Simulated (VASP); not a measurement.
# HC6 in VASP: further runs

HC6 is run at these levels: PBE; tasks: single point.

Program: VASP 6.6.1. These are calculated values, not measurements. Logs are shortened: lines on timing, memory, paths and dates and some standing lists are left out, and cuts for length are marked.

## 1. The cell of the first run

The cell holds a wire or tube with vacuum around it, 14 atoms: a = 4.933 Å, b = 8.522 Å, c = 22.942 Å, α = 90.00°, β = 90.00°, γ = 90.00°.

## 2. Single point, PBE

INCAR

```
ALGO = Normal ; DIPOL = 0.5 0.5 0.307
EDIFF = 1E-6 ; ENCUT = 520
GGA = PE ; GGA_COMPAT = False
IDIPOL = 3 ; ISIF = 2
ISMEAR = 0 ; LASPH = True
LCHARG = False ; LDIPOL = True
LREAL = False ; LWAVE = False
NBANDS = 38 ; NELM = 120
NELMDL = -8 ; PREC = Accurate
SIGMA = 0.1
```

KPOINTS

```
k-points
0
Gamma
  6 3 1
```

POSCAR

```
HC6
1.0
    4.9326910638      0.0000000000      0.0000000000
    0.0000000000      8.5222964205      0.0000000000
    0.0000000000      0.0000000000     22.9416055954
C H
12 2
Direct
    0.0000000000      0.0000000000      0.1743557130
    0.5000000000      0.0000000000      0.1743557130
    0.2500000000      0.0000000000      0.2053898368
    0.7500000000      0.0000000000      0.2053898368
    0.2500000000      0.0000000000      0.2674580844
    0.7500000000      0.0000000000      0.2674580844
    0.0000000000      0.0000000000      0.2977124344
    0.5000000000      0.0000000000      0.2977124344
    0.0000000000      0.0000000000      0.3626190265
    0.5000000000      0.0000000000      0.3626190265
    0.2500000000      0.0000000000      0.3897550046
    0.7500000000      0.0000000000      0.3897550046
   -0.1436160521      1.0000000000      0.4512153935
    0.3936160521      1.0000000000      0.4512153935
```

Potentials or basis: VASP PAW PBE potentials, release 64 (C, H).

Launch:

```sh
> cat potpaw_PBE.64/C/POTCAR potpaw_PBE.64/H/POTCAR > POTCAR
> mpirun -np 1 vasp_std > vasp.out
```

OUTCAR:

```text
EDIFF = 1E-6
   ENCUT = 520
   GGA = PE
   ISIF = 2
   ISMEAR = 0
   LASPH = True
   LREAL = False
   NELM = 120
   NELMDL = -8
   PREC = Accurate

 ion  position               nearest neighbor table
   1  0.000  0.000  0.174-   3 1.42   4 1.42
   2  0.500  0.000  0.174-   3 1.42   4 1.42
   3  0.250  0.000  0.205-   5 1.42   2 1.42   1 1.42
   4  0.750  0.000  0.205-   6 1.42   2 1.42   1 1.42
   5  0.250  0.000  0.267-   7 1.42   8 1.42   3 1.42
   6  0.750  0.000  0.267-   7 1.42   8 1.42   4 1.42
   7  0.000  0.000  0.298-   5 1.42   6 1.42   9 1.49
   8  0.500  0.000  0.298-   5 1.42   6 1.42  10 1.49
   9  0.000  0.000  0.363-  11 1.38  12 1.38   7 1.49
  10  0.500  0.000  0.363-  11 1.38  12 1.38   8 1.49
  11  0.250  0.000  0.390-   9 1.38  10 1.38
  12  0.750  0.000  0.390-   9 1.38  10 1.38
  13  0.856  0.000  0.451-
  14  0.394  0.000  0.451-

  LATTYP: Found a simple orthorhombic cell.
 ALAT       =     4.9326910638
 B/A-ratio  =     1.7277174488
 C/A-ratio  =     4.6509309622

  Lattice vectors:

 A1 = (   4.9326910638,   0.0000000000,   0.0000000000)
 A2 = (   0.0000000000,   8.5222964205,   0.0000000000)
 A3 = (   0.0000000000,   0.0000000000,  22.9416055954)

Analysis of symmetry for initial positions (statically):
=====================================================================
 Subroutine PRICEL returns:
 Original cell was already a primitive cell.

 Routine SETGRP: Setting up the symmetry group for a
 simple orthorhombic supercell.

 Subroutine GETGRP returns: Found  2 space group operations
 (whereof  2 operations were pure point group operations)
 out of a pool of  8 trial point group operations.

The static configuration has the point symmetry C_1h.

Analysis of symmetry for dynamics (positions and initial velocities):
=====================================================================
 Subroutine PRICEL returns:
 Original cell was already a primitive cell.

 Routine SETGRP: Setting up the symmetry group for a
 simple orthorhombic supercell.

 Subroutine GETGRP returns: Found  2 space group operations
 (whereof  2 operations were pure point group operations)
 out of a pool of  8 trial point group operations.

The dynamic configuration has the point symmetry C_1h.

 Subroutine INISYM returns: Found  2 space group operations
 (whereof  2 operations are pure point group operations),
 and found     1 'primitive' translations

----------------------------------------------------------------------------------------

                                     Primitive cell

  volume of cell :     964.4159

  direct lattice vectors                    reciprocal lattice vectors
     4.932691064  0.000000000  0.000000000     0.202729096  0.000000000  0.000000000
     0.000000000  8.522296421  0.000000000     0.000000000  0.117339265  0.000000000
     0.000000000  0.000000000 22.941605595     0.000000000  0.000000000  0.043588928

  length of vectors
     4.932691064  8.522296421 22.941605595     0.202729096  0.117339265  0.043588928

  position of ions in fractional coordinates (direct lattice)
     0.000000000  0.000000000  0.174355713
     0.500000000  0.000000000  0.174355713
     0.250000000  0.000000000  0.205389837
     0.750000000  0.000000000  0.205389837
     0.250000000  0.000000000  0.267458084
     0.750000000  0.000000000  0.267458084
     0.000000000  0.000000000  0.297712434
     0.500000000  0.000000000  0.297712434
     0.000000000  0.000000000  0.362619026
     0.500000000  0.000000000  0.362619026
     0.250000000  0.000000000  0.389755005
     0.750000000  0.000000000  0.389755005
     0.856383948  0.000000000  0.451215394
     0.393616052  0.000000000  0.451215394

  ion indices of the primitive-cell ions
   primitive index   ion index
                 1           1
                 2           2
                 3           3
                 4           4
                 5           5
                 6           6
                 7           7
                 8           8
                 9           9
                10          10
                11          11
                12          12
                13          13
                14          14

----------------------------------------------------------------------------------------

 KPOINTS: k-points

Automatic generation of k-mesh.
 Grid dimensions read from file:
 generate k-points for:    6    3    1

 Generating k-lattice:

  Cartesian coordinates                     Fractional coordinates (reciprocal lattice)
     0.033788183  0.000000000  0.000000000     0.166666667  0.000000000  0.000000000
     0.000000000  0.039113088  0.000000000     0.000000000  0.333333333  0.000000000
     0.000000000  0.000000000  0.043588928     0.000000000  0.000000000  1.000000000

  Length of vectors
     0.033788183  0.039113088  0.043588928

  Shift w.r.t. Gamma in fractional coordinates (k-lattice)
     0.000000000  0.000000000  0.000000000

 Subroutine IBZKPT returns following result:
 ===========================================

 Found      8 irreducible k-points:

 Following reciprocal coordinates:
            Coordinates               Weight
  0.000000  0.000000  0.000000      1.000000
  0.166667  0.000000  0.000000      2.000000
  0.333333  0.000000  0.000000      2.000000
  0.500000  0.000000  0.000000      1.000000
  0.000000  0.333333  0.000000      2.000000
  0.166667  0.333333  0.000000      4.000000
  0.333333  0.333333  0.000000      4.000000
  0.500000  0.333333  0.000000      2.000000
   k-points           NKPTS =      8   k-points in BZ     NKDIM =      8   number of bands    NBANDS=     38
   number of dos      NEDOS =    301   number of ions     NIONS =     14
   total plane-waves  NPLWV = 460800
   dimension x,y,z NGX =    40 NGY =   64 NGZ =  180
   dimension x,y,z NGXF=    80 NGYF=  128 NGZF=  360
   ions per type =              12   2
   NGX,Y,Z   is equivalent  to a cutoff of  13.48, 12.48, 13.04 a.u.
   NGXF,Y,Z  is equivalent  to a cutoff of  26.96, 24.97, 26.09 a.u.
 SYSTEM =  unknown system
   PREC   = accura    normal or accurate (medium, high low for compatibility)
   ISTART =      0    job   : 0-new  1-cont  2-samecut
   ICHARG =      2    charge: 1-file 2-atom 10-const
   ISPIN  =      1    spin polarized calculation?
[... 30 lines left out ...]
   GGA     = PE    functional components
   LHFCALC =     F    Hartree Fock is set to
   AEXX    =    0.0000 exact exchange contribution
   IVDW    =     0    specifies the selected vdW correction
   LEPSILON=     F    determine dielectric tensor
   LRPA    =     F    only Hartree local field effects (RPA)
 non-spin polarized calculation
 Gauss-broadening in eV      SIGMA  =   0.10
  energy-cutoff  :      520.00
  volume of cell :      964.42
 maximum number of plane-waves:     25994
 NGX is ok and might be reduce to    40
   NGX = 19   NGY = 31   NGZ = 85

 dipolmoment           0.000000      0.000000      0.037429 electrons x Angstroem

 number of electron      50.0000004 magnetization

 dipolmoment           0.000000      0.000000     -0.391102 electrons x Angstroem

 Free energy of the ion-electron system (eV)
  ---------------------------------------------------
  ext. energy  EPLUGINS =         0.00000000
  ---------------------------------------------------
  free energy    TOTEN  =      -106.31340406 eV

  energy without entropy =     -106.24159560  energy(sigma->0) =     -106.27749983

 E-fermi :  -4.0592     XC(G=0):  -1.9342

 val. band max:       -4.0983835321   @ k =   0.0000   0.0000   0.0000
 cond. band min:      -4.0161503467   @ k =   0.0000   0.0000   0.0000
 fundamental gap:      0.0822331854
 Fermi energy:        -4.0592002726

 k-point     1 :       0.0000    0.0000    0.0000
  band No.  band energies     occupation
      1     -22.8393      2.00000
      2     -21.2815      2.00000
      3     -18.9188      2.00000
      4     -18.6744      2.00000
      5     -18.6489      2.00000
      6     -17.1896      2.00000
[... 29 lines left out ...]
     36       1.2063      0.00000
     37       1.6814      0.00000

 k-point     2 :       0.1667    0.0000    0.0000
  band No.  band energies     occupation
      1     -22.7180      2.00000
      2     -21.1644      2.00000
      3     -19.8727      2.00000
      4     -18.8094      2.00000
      5     -18.4809      2.00000
      6     -17.0222      2.00000
[... 29 lines left out ...]
     36       1.3300      0.00000
     37       1.8437      0.00000

 k-point     3 :       0.3333    0.0000    0.0000
  band No.  band energies     occupation
      1     -22.3552      2.00000
      2     -20.9220      2.00000
      3     -20.8139      2.00000
      4     -19.4387      2.00000
      5     -18.4816      2.00000
      6     -17.1853      2.00000
[... 29 lines left out ...]
     36       1.7230      0.00000
     37       2.3172      0.00000

 k-point     4 :       0.5000    0.0000    0.0000
  band No.  band energies     occupation
      1     -21.7591      2.00000
      2     -21.7493      2.00000
      3     -20.2429      2.00000
      4     -20.2273      2.00000
      5     -17.9464      2.00000
      6     -17.9303      2.00000
[... 29 lines left out ...]
     36       1.9914      0.00000
     37       2.4805      0.00000

 k-point     5 :       0.0000    0.3333    0.0000
  band No.  band energies     occupation
      1     -22.8393      2.00000
      2     -21.2815      2.00000
      3     -18.9188      2.00000
      4     -18.6744      2.00000
      5     -18.6489      2.00000
      6     -17.1896      2.00000
[... 29 lines left out ...]
     36       1.2682      0.00000
     37       1.5120      0.00000

 k-point     6 :       0.1667    0.3333    0.0000
  band No.  band energies     occupation
      1     -22.7180      2.00000
      2     -21.1643      2.00000
      3     -19.8727      2.00000
      4     -18.8094      2.00000
      5     -18.4810      2.00000
      6     -17.0222      2.00000
[... 29 lines left out ...]
     36       1.4318      0.00000
     37       1.6678      0.00000

 k-point     7 :       0.3333    0.3333    0.0000
  band No.  band energies     occupation
      1     -22.3552      2.00000
      2     -20.9220      2.00000
      3     -20.8139      2.00000
      4     -19.4387      2.00000
      5     -18.4816      2.00000
      6     -17.1853      2.00000
[... 29 lines left out ...]
     36       1.9180      0.00000
     37       2.1255      0.00000

 k-point     8 :       0.5000    0.3333    0.0000
  band No.  band energies     occupation
      1     -21.7591      2.00000
      2     -21.7492      2.00000
      3     -20.2429      2.00000
      4     -20.2273      2.00000
      5     -17.9464      2.00000
      6     -17.9303      2.00000
[... 29 lines left out ...]
     36       2.1446      0.00000
     37       2.3506      0.00000
 [bands above 37 left out]

------------------------ aborting loop because EDIFF is reached ----------------------------------------

 vacuum level on the upper side and lower side of the slab       (xc-potential included)        -0.866         0.788

  FORCE on cell =-STRESS in cart. coord.  units (eV):
  Direction    XX          YY          ZZ          XY          YZ          ZX
  --------------------------------------------------------------------------------------
  -------------------------------------------------------------------------------------
  Total       -0.4243926     -0.0665455     -8.3590056      0.0000000      0.0000000     -9.4897940
  in kB       -0.7050405     -0.1105515    -13.8867571      0.0000000      0.0000000    -15.7653279
  external PRESSURE =      -4.9007830 kB  Pullay stress =       0.0000000 kB

 VOLUME and BASIS-vectors are now :
 -----------------------------------------------------------------------------
  energy-cutoff  :      520.00
  volume of cell :      964.42
      direct lattice vectors                 reciprocal lattice vectors
     4.932691064  0.000000000  0.000000000     0.202729096  0.000000000  0.000000000
     0.000000000  8.522296421  0.000000000     0.000000000  0.117339265  0.000000000
     0.000000000  0.000000000 22.941605595     0.000000000  0.000000000  0.043588928

 POSITION                                       TOTAL-FORCE (eV/Angst)
 -----------------------------------------------------------------------------------
      0.00000      0.00000      4.00000         0.013876      0.000000      1.971126
      2.46635      0.00000      4.00000         0.004810      0.000000      1.974619
      1.23317      0.00000      4.71197         0.013510      0.000000     -3.233345
      3.69952      0.00000      4.71197         0.014535      0.000000     -3.247730
      1.23317      0.00000      6.13592        -0.012804      0.000000      1.005723
      3.69952      0.00000      6.13592        -0.022793      0.000000      1.001341
      0.00000      0.00000      6.83000         0.302073      0.000000      0.982554
      2.46635      0.00000      6.83000         0.306979      0.000000      0.981410
      0.00000      0.00000      8.31906        -0.188120      0.000000     -1.861397
      2.46635      0.00000      8.31906        -0.230328      0.000000     -2.180286
      1.23317      0.00000      8.94161         3.118401      0.000000      4.317498
      3.69952      0.00000      8.94161         2.604185      0.000000      4.617700
      4.22428      0.00000     10.35161        -2.723153      0.000000     -3.472338
      1.94159      0.00000     10.35161        -3.201171      0.000000     -2.856875
 -----------------------------------------------------------------------------------
    total drift:                               -0.000055      0.000000      0.000454

  FREE ENERGIE OF THE ION-ELECTRON SYSTEM (eV)
  ---------------------------------------------------
  free  energy   TOTEN  =      -106.3134040585 eV

  energy  without entropy=     -106.2415956005  energy(sigma->0) =     -106.27749983

 vacuum level on the upper side and lower side of the slab         0.303         1.989
```

Run time: 16 min. Hardware: 1 thread of Oxide Virtual Turin-like, shared host; peak memory 0.95 GiB.

Results:

```yaml
Free_energy: -106.3134 eV
Largest_force: 5.326 eV/Å
Band_gap_on_the_k_mesh: zero (bands 25 and 26 overlap by 0.11 eV)
```

Forces in eV/Å, atoms in the order of the input:
```
C    0.014  0.000  1.971
C    0.005  0.000  1.975
C    0.014  0.000 -3.233
C    0.015  0.000 -3.248
C   -0.013  0.000  1.006
C   -0.023  0.000  1.001
C    0.302  0.000  0.983
C    0.307  0.000  0.981
C   -0.188  0.000 -1.861
C   -0.230  0.000 -2.180
C    3.118  0.000  4.317
C    2.604  0.000  4.618
H   -2.723  0.000 -3.472
H   -3.201  0.000 -2.857
```

Levels at points of the mesh, in eV from the Fermi level:
| k point | band 22 | band 23 | band 24 | band 25 | band 26 | band 27 | band 28 | band 29 |
| --- | --- | --- | --- | --- | --- | --- | --- | --- |
| (0.00, 0.00, 0.00) | -2.18 | -2.18 | -0.32 | -0.04 | 0.04 | 0.90 | 2.18 | 2.74 |
| (0.50, 0.00, 0.00) | -3.25 | -1.81 | -1.80 | -0.06 | -0.06 | 2.76 | 2.77 | 2.83 |

## 3. Single point, PBE

INCAR

```
PREC     = Accurate       # precision mode
ENCUT    = 520            # plane-wave cutoff, eV
EDIFF    = 1E-6           # SCF threshold, eV
ISMEAR   = 0              # smearing method
SIGMA    = 0.1            # smearing width, eV
LREAL    = F              # projectors in reciprocal space
LASPH    = T              # aspherical terms in the spheres
NELM     = 120            # most SCF steps
ALGO     = Normal         # electronic algorithm
ISIF     = 2              # what is computed and relaxed
LWAVE    = F              # write WAVECAR
LCHARG   = F              # write CHGCAR
LDIPOL   = T            
IDIPOL   = 3            
DIPOL    = 0.5 0.5 0.309
GGA      = PE             # functional
NBANDS   = 38             # bands
GGA_COMPAT= F            
NELMDL   = -8
```

KPOINTS

```
Automatic mesh
0
Gamma
  6 3 1
```

POSCAR: that of step 2 with these lines changed.

```diff
@@ -20,3 +20,3 @@
     0.7500000000      0.0000000000      0.3897550046
-   -0.1436160521      1.0000000000      0.4512153935
-    0.3936160521      1.0000000000      0.4512153935
+    0.0591130438      1.0000000000      0.4651638505
+    0.1908869562      1.0000000000      0.4651638505
```

Potentials or basis: VASP PAW PBE potentials, release 64 (C, H).

Launch:

```sh
> cat potpaw_PBE.64/C/POTCAR potpaw_PBE.64/H/POTCAR > POTCAR
> mpirun -np 1 vasp_std > vasp.out
```

It took 12 min on 1 thread of Oxide Virtual Turin-like, shared host; peak memory 0.95 GiB.

The run converged. Its results:

```
Free energy            : -104.3758 eV
Largest force          : 7.016 eV/Å
Band gap on the k mesh : 0.06 eV
```

Forces in eV/Å, atoms in the order of the input:
```
C   -0.134  0.000  1.587
C    0.133  0.000  1.525
C    0.064  0.000 -3.125
C   -0.072  0.000 -2.910
C    0.148  0.000  1.172
C   -0.125  0.000  1.398
C    0.213  0.000  0.477
C   -0.195  0.000  0.159
C   -0.101  0.000  0.125
C    0.245  0.000 -0.700
C    0.598  0.000 -1.185
C    0.110  0.000  1.400
H   -7.007  0.000  0.368
H    6.121  0.000 -0.292
```

Levels at points of the mesh, in eV from the valence-band top:
| k point | band 21 | band 22 | band 23 | band 24 | band 25 | band 26 | band 27 | band 28 | band 29 | band 30 |
| --- | --- | --- | --- | --- | --- | --- | --- | --- | --- | --- |
| (0.00, 0.00, 0.00) | -2.24 | -2.15 | -1.01 | -0.24 | -0.12 | 0.12 | 0.90 | 0.98 | 2.15 | 2.80 |
| (0.50, 0.00, 0.00) | -3.79 | -1.81 | -1.71 | -0.56 | 0.00 | 0.06 | 0.33 | 2.74 | 2.89 | 5.30 |

## 4. Single point, PBE

INCAR

```
PREC = Accurate ; ENCUT = 520
EDIFF = 1E-6 ; ISMEAR = 0
SIGMA = 0.1 ; LREAL = F
LASPH = T ; NELM = 120
ALGO = Normal ; ISIF = 2
LWAVE = F ; LCHARG = F
LDIPOL = T ; IDIPOL = 3
DIPOL = 0.5 0.5 0.314 ; GGA = PE
NBANDS = 38 ; GGA_COMPAT = F
NELMDL = -8
```

KPOINTS

```
regular mesh
0
Gamma
  6 3 1
```

POSCAR: that of step 3 with these lines changed.

```diff
@@ -20,3 +20,3 @@
     0.7500000000      0.0000000000      0.3897550046
-    0.0591130438      1.0000000000      0.4651638505
-    0.1908869562      1.0000000000      0.4651638505
+    0.0591130438      1.0000000000      0.5030862181
+    0.1908869562      1.0000000000      0.5030862181
```

Launch:

```sh
> cat potpaw_PBE.64/C/POTCAR potpaw_PBE.64/H/POTCAR > POTCAR
> mpirun -np 1 vasp_std > vasp.out
```

Run time: 11 min. Hardware: 1 thread of Oxide Virtual Turin-like, shared host; peak memory 0.89 GiB.

The run converged. Its results:

| Property | Result |
| --- | --- |
| Free energy | -104.4238 eV |
| Largest force | 5.053 eV/Å |
| Band gap on the k mesh | 0.07 eV |

Forces on the atoms (eV/Å):
```
C   -0.019  0.000  1.679
C    0.019  0.000  1.653
C    0.013  0.000 -3.259
C   -0.014  0.000 -3.229
C    0.055  0.000  1.500
C   -0.054  0.000  1.525
C    0.034  0.000  0.080
C   -0.030  0.000 -0.014
C   -0.008  0.000  0.327
C    0.016  0.000 -0.266
C    0.262  0.000 -0.240
C   -0.199  0.000  0.210
H   -5.053  0.000  0.044
H    4.978  0.000 -0.010
```

Levels at points of the mesh, in eV from the valence-band top:
| k point | band 22 | band 23 | band 24 | band 25 | band 26 | band 27 | band 28 | band 29 |
| --- | --- | --- | --- | --- | --- | --- | --- | --- |
| (0.00, 0.00, 0.00) | -1.96 | -0.46 | -0.25 | -0.23 | 0.60 | 0.74 | 1.04 | 2.43 |
| (0.50, 0.00, 0.00) | -1.57 | -1.55 | -0.05 | 0.00 | 0.07 | 0.12 | 3.04 | 3.06 |

## 5. The runs side by side

```tsv
cell	gap on the mesh (eV)	largest force (eV/Å)
as given, atomic positions A	none	5.33
as given, atomic positions B	0.06	7.02
as given, atomic positions C	0.07	5.05
```

Alike in all rows: task single point; level PBE; potentials or basis VASP PAW PBE potentials, release 64 (C, H); no spin polarisation; k mesh 6 × 3 × 1; cutoff (eV) 520; smearing gaussian 0.1 eV.

Total energies depend on the potentials used, so only differences within one code and one set of settings carry meaning.

The gap in the log of VASP goes by the Fermi energy; the results here count the filled bands.